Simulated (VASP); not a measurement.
# Cd (Pm-3m) in VASP: single point with LDA

Aim: the single point of Cd with LDA.

Program: VASP 6.6.1. These are calculated values, not measurements. Logs are shortened: lines on timing, memory, paths and dates and some standing lists are left out, and cuts for length are marked.

## (1) The cell of the first run

The structure is cubic, space group Pm-3m (No. 221). The conventional cell has a = 2.733 Å, b = 2.733 Å, c = 2.733 Å, α = 90.00°, β = 90.00°, γ = 90.00°. Cd (site symmetry m-3m) has 6 Cd at 2.73 Å within 3.6 Å.

This isn't the form of Cd at room conditions, which is hcp.

## (2) Single point, LDA (20.42 Å³/atom)

INCAR reads:

```
PREC = Accurate ; ENCUT = 630
EDIFF = 1E-6 ; ISMEAR = -1
SIGMA = 0.1 ; LREAL = False
LASPH = True ; NELM = 120
ALGO = Normal ; ISIF = 2
LWAVE = False ; LCHARG = False
GGA = CA ; NBANDS = 16
GGA_COMPAT = False
```

KPOINTS reads:

```
Automatic mesh
0
Gamma
  12 12 12
```

POSCAR reads:

```
Cd
1.0
    2.7333981756      0.0000000000      0.0000000000
    0.0000000000      2.7333981756      0.0000000000
    0.0000000000      0.0000000000      2.7333981756
Cd
1
Direct
    0.0000000000      0.0000000000      0.0000000000
```

Potentials or basis: VASP PAW LDA potentials, release 64 (Cd_sv_GW).

Command:

```sh
$ cat potpaw_LDA.64/Cd_sv_GW/POTCAR > POTCAR
$ mpirun -np 1 vasp_std > vasp.out
```

OUTCAR:

```text
PREC = Accurate
   ENCUT = 630
   EDIFF = 1E-6
   ISMEAR = -1
   LREAL = False
   LASPH = True
   NELM = 120
   ISIF = 2
   GGA = CA

 ion  position               nearest neighbor table
   1  0.000  0.000  0.000-

  LATTYP: Found a simple cubic cell.
 ALAT       =     2.7333981756

  Lattice vectors:

 A1 = (   2.7333981756,   0.0000000000,   0.0000000000)
 A2 = (   0.0000000000,   2.7333981756,   0.0000000000)
 A3 = (   0.0000000000,   0.0000000000,   2.7333981756)

Analysis of symmetry for initial positions (statically):
=====================================================================
 Subroutine PRICEL returns:
 Original cell was already a primitive cell.

 Routine SETGRP: Setting up the symmetry group for a
 simple cubic supercell.

 Subroutine GETGRP returns: Found 48 space group operations
 (whereof 48 operations were pure point group operations)
 out of a pool of 48 trial point group operations.

The static configuration has the point symmetry O_h .

Analysis of symmetry for dynamics (positions and initial velocities):
=====================================================================
 Subroutine PRICEL returns:
 Original cell was already a primitive cell.

 Routine SETGRP: Setting up the symmetry group for a
 simple cubic supercell.

 Subroutine GETGRP returns: Found 48 space group operations
 (whereof 48 operations were pure point group operations)
 out of a pool of 48 trial point group operations.

The dynamic configuration has the point symmetry O_h .

 Subroutine INISYM returns: Found 48 space group operations
 (whereof 48 operations are pure point group operations),
 and found     1 'primitive' translations

----------------------------------------------------------------------------------------

                                     Primitive cell

  volume of cell :      20.4225

  direct lattice vectors                    reciprocal lattice vectors
     2.733398176  0.000000000  0.000000000     0.365844980  0.000000000  0.000000000
     0.000000000  2.733398176  0.000000000     0.000000000  0.365844980  0.000000000
     0.000000000  0.000000000  2.733398176     0.000000000  0.000000000  0.365844980

  length of vectors
     2.733398176  2.733398176  2.733398176     0.365844980  0.365844980  0.365844980

  position of ions in fractional coordinates (direct lattice)
     0.000000000  0.000000000  0.000000000

  ion indices of the primitive-cell ions
   primitive index   ion index
                 1           1

----------------------------------------------------------------------------------------

 KPOINTS: Automatic mesh

Automatic generation of k-mesh.
 Grid dimensions read from file:
 generate k-points for:   12   12   12

 Generating k-lattice:

  Cartesian coordinates                     Fractional coordinates (reciprocal lattice)
     0.030487082  0.000000000  0.000000000     0.083333333  0.000000000  0.000000000
     0.000000000  0.030487082  0.000000000     0.000000000  0.083333333  0.000000000
     0.000000000  0.000000000  0.030487082     0.000000000  0.000000000  0.083333333

  Length of vectors
     0.030487082  0.030487082  0.030487082

  Shift w.r.t. Gamma in fractional coordinates (k-lattice)
     0.000000000  0.000000000  0.000000000

 Subroutine IBZKPT returns following result:
 ===========================================

 Found     84 irreducible k-points:

 Following reciprocal coordinates:
            Coordinates               Weight
  0.000000  0.000000  0.000000      1.000000
  0.083333  0.000000  0.000000      6.000000
  0.166667  0.000000  0.000000      6.000000
  0.250000  0.000000  0.000000      6.000000
  0.333333  0.000000  0.000000      6.000000
  0.416667  0.000000  0.000000      6.000000
[... 16 lines left out ...]
  0.333333  0.333333  0.000000     12.000000
  0.416667  0.333333  0.000000     24.000000
 [... further k-points ...]
   k-points           NKPTS =     84   k-points in BZ     NKDIM =     84   number of bands    NBANDS=     16
   number of dos      NEDOS =    301   number of ions     NIONS =      1
   total plane-waves  NPLWV =  13824
   dimension x,y,z NGX =    24 NGY =   24 NGZ =   24
   dimension x,y,z NGXF=    48 NGYF=   48 NGZF=   48
   ions per type =               1
   NGX,Y,Z   is equivalent  to a cutoff of  14.60, 14.60, 14.60 a.u.
   NGXF,Y,Z  is equivalent  to a cutoff of  29.19, 29.19, 29.19 a.u.
 SYSTEM =  unknown system
   PREC   = accura    normal or accurate (medium, high low for compatibility)
   ISTART =      0    job   : 0-new  1-cont  2-samecut
   ICHARG =      2    charge: 1-file 2-atom 10-const
   ISPIN  =      1    spin polarized calculation?
   LNONCOLLINEAR =      F non collinear calculations
   LSORBIT =      F    spin-orbit coupling
   LASPH  =      T    aspherical Exc in radial PAW
   ENCUT  =  630.0 eV  46.30 Ry    6.80 a.u.   5.59  5.59  5.59*2*pi/ulx,y,z
   NELM   =    120;   NELMIN=  2; NELMDL= -5     # of ELM steps
   EDIFF  = 0.1E-05   stopping-criterion for ELM
   LREAL  =      F    real-space projection
   EDIFFG = 0.1E-04   stopping-criterion for IOM
   NSW    =      0    number of steps for IOM
   IBRION =     -1    ionic relax: 0-MD 1-quasi-New 2-CG
   NFREE  =      0    steps in history (QN), initial steepest desc. (CG)
   ISIF   =      2    stress and relaxation
   ISYM   =      2    0-nonsym 1-usesym 2-fastsym
   POTIM  = 0.5000    time-step for ionic-motion
   TEBEG  =    0.0;   TEEND  =   0.0 temperature during run
   PSTRESS=    0.0 pullay stress
   NELECT =      20.0000    total number of electrons
   NUPDOWN=      -1.0000    fix difference up-down
   EMIN   =  10.00;   EMAX   =-10.00  energy-range for DOS
   EFERMI =   0.00;   METHOD = LEGACY
   ISMEAR =    -1;   SIGMA  =   0.10  broadening in eV -4-tet -1-fermi 0-gaus
   EFERMI_NEDOS =   21; number of points for ismear=-14 and -15
   IALGO  =     38    algorithm
   IMIX   =      4    mixing-type and parameters
     AMIX     =   0.40;   BMIX     =  1.00
     AMIX_MAG =   1.60;   BMIX_MAG =  1.00
  volume/ion in A,a.u.               =      20.42       137.82
  Fermi-wavevector in a.u.,A,eV,Ry     =   1.625731  3.072185 35.960200  2.643000
  Thomas-Fermi vector in A             =   2.718806
   LORBIT       =      0    0 simple, 1 ext, 2 COOP (PROOUT), +10 PAW based schemes
   GGA     = CA    functional components
   LHFCALC =     F    Hartree Fock is set to
   AEXX    =    0.0000 exact exchange contribution
   IVDW    =     0    specifies the selected vdW correction
   LEPSILON=     F    determine dielectric tensor
   LRPA    =     F    only Hartree local field effects (RPA)
 non-spin polarized calculation
  energy-cutoff  :      630.00
  volume of cell :       20.42
 maximum number of plane-waves:       756
 NGX is ok and might be reduce to    24
   NGX = 11   NGY = 11   NGZ = 11

 number of electron      20.0000000 magnetization

 Free energy of the ion-electron system (eV)
  ---------------------------------------------------
  ext. energy  EPLUGINS =         0.00000000
  ---------------------------------------------------
  free energy    TOTEN  =        -1.26552162 eV

  energy without entropy =       -1.25303841  energy(sigma->0) =       -1.25928001

 E-fermi :   6.6467     XC(G=0): -11.9056

 val. band max:        6.5983260446   @ k =   0.4167   0.1667   0.0000
 cond. band min:       6.7557496961   @ k =   0.4167   0.1667   0.0833
 fundamental gap:      0.1574236514
 Fermi energy:         6.6467100756

 k-point     1 :       0.0000    0.0000    0.0000
  band No.  band energies     occupation
      1     -95.9413      2.00000
      2     -57.2564      2.00000
      3     -57.2564      2.00000
      4     -57.2564      2.00000
      5      -3.9039      2.00000
      6      -3.9039      2.00000
[... 8 lines left out ...]
     15      22.3924      0.00000
     16      23.6128      0.00000

 k-point     2 :       0.0833    0.0000    0.0000
  band No.  band energies     occupation
      1     -95.9407      2.00000
      2     -57.2636      2.00000
      3     -57.2558      2.00000
      4     -57.2558      2.00000
      5      -3.8903      2.00000
      6      -3.8216      2.00000
[... 8 lines left out ...]
     15      22.9433      0.00000
     16      24.7968      0.00000

 k-point     3 :       0.1667    0.0000    0.0000
  band No.  band energies     occupation
      1     -95.9393      2.00000
      2     -57.2832      2.00000
      3     -57.2543      2.00000
      4     -57.2543      2.00000
      5      -3.8532      2.00000
      6      -3.6255      2.00000
[... 8 lines left out ...]
     15      23.0966      0.00000
     16      27.8270      0.00000

 k-point     4 :       0.2500    0.0000    0.0000
  band No.  band energies     occupation
      1     -95.9372      2.00000
      2     -57.3100      2.00000
      3     -57.2523      2.00000
      4     -57.2523      2.00000
      5      -3.8019      2.00000
      6      -3.4037      2.00000
[... 8 lines left out ...]
     15      23.1335      0.00000
     16      29.1656      0.00000

 k-point     5 :       0.3333    0.0000    0.0000
  band No.  band energies     occupation
      1     -95.9352      2.00000
      2     -57.3367      2.00000
      3     -57.2502      2.00000
      4     -57.2502      2.00000
      5      -3.7500      2.00000
      6      -3.2091      2.00000
[... 8 lines left out ...]
     15      23.1081      0.00000
     16      28.4315      0.00000

 k-point     6 :       0.4167    0.0000    0.0000
  band No.  band energies     occupation
      1     -95.9338      2.00000
      2     -57.3562      2.00000
      3     -57.2486      2.00000
      4     -57.2486      2.00000
      5      -3.7116      2.00000
      6      -3.0745      2.00000
[... 8 lines left out ...]
     15      23.0441      0.00000
     16      27.5146      0.00000

 k-point     7 :       0.5000    0.0000    0.0000
  band No.  band energies     occupation
      1     -95.9332      2.00000
      2     -57.3634      2.00000
      3     -57.2482      2.00000
      4     -57.2482      2.00000
      5      -3.6975      2.00000
      6      -3.0261      2.00000
[... 8 lines left out ...]
     15      23.0087      0.00000
     16      26.7736      0.00000

 k-point     8 :       0.0833    0.0833    0.0000
  band No.  band energies     occupation
      1     -95.9402      2.00000
      2     -57.2631      2.00000
      3     -57.2629      2.00000
      4     -57.2553      2.00000
      5      -3.8444      2.00000
      6      -3.7666      2.00000
[... 8 lines left out ...]
     15      23.9996      0.00000
     16      25.2456      0.00000

 k-point     9 :       0.1667    0.0833    0.0000
  band No.  band energies     occupation
      1     -95.9387      2.00000
      2     -57.2826      2.00000
      3     -57.2615      2.00000
      4     -57.2538      2.00000
      5      -3.7952      2.00000
      6      -3.5675      2.00000
[... 8 lines left out ...]
     15      24.4891      0.00000
     16      27.7409      0.00000
[... 172 lines left out ...]
 k-point    19 :       0.2500    0.2500    0.0000
  band No.  band energies     occupation
      1     -95.9333      2.00000
      2     -57.3059      2.00000
      3     -57.3050      2.00000
      4     -57.2482      2.00000
      5      -3.5322      2.00000
      6      -2.7405      2.00000
[... 8 lines left out ...]
     15      23.3064      0.00000
     16      28.4808      0.00000

 k-point    20 :       0.3333    0.2500    0.0000
  band No.  band energies     occupation
      1     -95.9313      2.00000
      2     -57.3320      2.00000
      3     -57.3032      2.00000
      4     -57.2462      2.00000
      5      -3.4563      2.00000
      6      -2.8536      2.00000
[... 8 lines left out ...]
     15      23.2981      0.00000
     16      27.6517      0.00000

 k-point    21 :       0.4167    0.2500    0.0000
  band No.  band energies     occupation
      1     -95.9298      2.00000
      2     -57.3514      2.00000
      3     -57.3016      2.00000
      4     -57.2447      2.00000
      5      -3.4048      2.00000
      6      -3.0115      2.00000
[... 8 lines left out ...]
     15      24.0365      0.00000
     16      27.1169      0.00000

 k-point    22 :       0.5000    0.2500    0.0000
  band No.  band energies     occupation
      1     -95.9293      2.00000
      2     -57.3584      2.00000
      3     -57.3010      2.00000
      4     -57.2441      2.00000
      5      -3.3862      2.00000
      6      -3.0673      2.00000
[... 8 lines left out ...]
     15      24.9464      0.00000
     16      26.9642      0.00000

 k-point    23 :       0.3333    0.3333    0.0000
  band No.  band energies     occupation
      1     -95.9293      2.00000
      2     -57.3301      2.00000
      3     -57.3294      2.00000
      4     -57.2442      2.00000
      5      -3.3726      2.00000
      6      -3.1269      2.00000
[... 8 lines left out ...]
     15      23.9334      0.00000
     16      26.8697      0.00000

 k-point    24 :       0.4167    0.3333    0.0000
  band No.  band energies     occupation
      1     -95.9278      2.00000
      2     -57.3490      2.00000
      3     -57.3279      2.00000
      4     -57.2427      2.00000
      5      -3.3236      2.00000
      6      -3.3041      2.00000
[... 8 lines left out ...]
     15      25.3485      0.00000
     16      26.3557      0.00000

 [... further k-points ...]

------------------------ aborting loop because EDIFF is reached ----------------------------------------

  FORCE on cell =-STRESS in cart. coord.  units (eV):
  Direction    XX          YY          ZZ          XY          YZ          ZX
  --------------------------------------------------------------------------------------
  -------------------------------------------------------------------------------------
  Total        1.2343873      1.2343873      1.2343873      0.0000000      0.0000000     -0.0000000
  in kB       96.8396762     96.8396762     96.8396762      0.0000000      0.0000000     -0.0000000
  external PRESSURE =      96.8396762 kB  Pullay stress =       0.0000000 kB

 VOLUME and BASIS-vectors are now :
 -----------------------------------------------------------------------------
  energy-cutoff  :      630.00
  volume of cell :       20.42
      direct lattice vectors                 reciprocal lattice vectors
     2.733398176  0.000000000  0.000000000     0.365844980  0.000000000  0.000000000
     0.000000000  2.733398176  0.000000000     0.000000000  0.365844980  0.000000000
     0.000000000  0.000000000  2.733398176     0.000000000  0.000000000  0.365844980

 POSITION                                       TOTAL-FORCE (eV/Angst)
 -----------------------------------------------------------------------------------
      0.00000      0.00000      0.00000         0.000000      0.000000      0.000000
 -----------------------------------------------------------------------------------
    total drift:                                0.000000      0.000000      0.000000

  FREE ENERGIE OF THE ION-ELECTRON SYSTEM (eV)
  ---------------------------------------------------
  free  energy   TOTEN  =        -1.2655216217 eV

  energy  without entropy=       -1.2530384052  energy(sigma->0) =       -1.25928001
```

It took 8.1 s on 1 thread of Intel Xeon 6975P-C (Granite Rapids), shared host; peak memory 0.16 GiB.

What came out:

```
Free energy            : -1.2655 eV
Pressure               : 9.7 GPa
Band gap on the k mesh : zero (bands 10 and 11 overlap by 7.72 eV)
```

Caveat: the cell stands under pressure.

The gap in the log of VASP goes by the Fermi energy; the results here count the filled bands.